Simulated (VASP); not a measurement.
Wanted: the native input for a VASP 6.6.1 run.

* Task: single point
* Functional: PBEsol
* Potentials or basis: VASP PAW PBE potentials, release 64 (Mg, O)
* Cutoff: 520 eV
* k mesh: 6 × 6 × 6
* Occupations: gaussian, width 0.01 eV
* Spin: no spin polarisation
* Dipole correction: no
* Further INCAR settings: ALGO = Normal; EDIFF = 1e-07; NBANDS = 16

The structure of MgO lies in POSCAR:

```
MgO
1.0
    3.5989207489      0.0000000000      0.0000000000
   -1.7994603745      3.1167530298      0.0000000000
    0.0000000000      0.0000000000      4.3129076136
Mg O
2 2
Direct
    0.6666666667      0.3333333333      0.7500000000
    0.3333333333      0.6666666667      0.2500000000
    0.6666666667      0.3333333333      0.2500000000
    0.3333333333      0.6666666667      0.7500000000
```

The input as run:

INCAR

```
PREC = Accurate ; ENCUT = 520
EDIFF = 1E-7 ; ISMEAR = 0
SIGMA = 0.01 ; LREAL = F
LASPH = T ; NELM = 100
ALGO = Normal ; ISIF = 2
LWAVE = F ; LCHARG = T
GGA = PS ; LELF = T
LVHAR = T ; NBANDS = 16
```

KPOINTS

```
regular mesh
0
Gamma
  6 6 6
```

Potentials or basis: VASP PAW PBE potentials, release 64 (Mg, O).

The run is started by

```console
$ cat potpaw_PBE.64/Mg/POTCAR potpaw_PBE.64/O/POTCAR > POTCAR
$ mpirun -np 1 vasp_std > vasp.out
```

Results of the run:

The pressure is -9.9 GPa and the band gap on the k mesh is 2.85 eV, direct.

Caveat: the PAW data sets were made with another functional, which shifts forces and pressure a little.

Run time: 42 s on 1 thread of Intel Xeon 8259CL, with other jobs on the host, peak memory 0.17 GiB.
